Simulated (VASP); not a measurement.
Write the native input for VASP 6.6.1 that does the following.

| Quantity | Value |
| --- | --- |
| Task | single point |
| Functional | PBE |
| Dispersion | D3(BJ) |
| Potentials or basis | VASP PAW PBE potentials, release 64 (Ge_d) |
| Cutoff | 520 eV |
| k mesh | 20 × 20 × 20 |
| Occupations | gaussian, width 0.15 eV |
| Spin | no spin polarisation |
| Dipole correction | no |
| Further INCAR settings | ALGO = Normal; EDIFF = 1e-06; NBANDS = 13 |

The structure of Ge lies in POSCAR:

```
Ge
1.0
    0.0000000000      2.0668851171      2.1613113407
    2.0668851171      0.0000000000      2.1613113407
    2.0668851171      2.0668851171      0.0000000000
Ge
1
Direct
    0.0000000000      0.0000000000      0.0000000000
```

These files were run (other wordings do the same):

INCAR

```
ALGO = Normal
EDIFF = 1E-6
ENCUT = 520
GGA = PE
ISIF = 2
ISMEAR = 0
IVDW = 12
LASPH = T
LCHARG = T
LELF = T
LREAL = F
LVHAR = T
LWAVE = F
NBANDS = 13
NELM = 80
PREC = Accurate
SIGMA = 0.15
```

KPOINTS

```
k-points
0
Gamma
  20 20 20
```

Potentials or basis: VASP PAW PBE potentials, release 64 (Ge_d).

Launch:

```sh
$ cat potpaw_PBE.64/Ge_d/POTCAR > POTCAR
$ mpirun -np 1 vasp_std > vasp.out
```

It gave:

| Quantity | Value |
| --- | --- |
| Pressure | 0.8 GPa |
| Band gap on the k mesh | zero (band 7 reaches 16.24 eV, above the bottom of band 8 at 4.34 eV) |
| Dispersion energy per atom | -0.358 eV |

Caveat: pairwise dispersion overbinds metals, which lowers pressure and volume.

Wall time 55 s on 1 thread of Intel Xeon 6975P-C (shared host), peak memory 0.27 GiB.
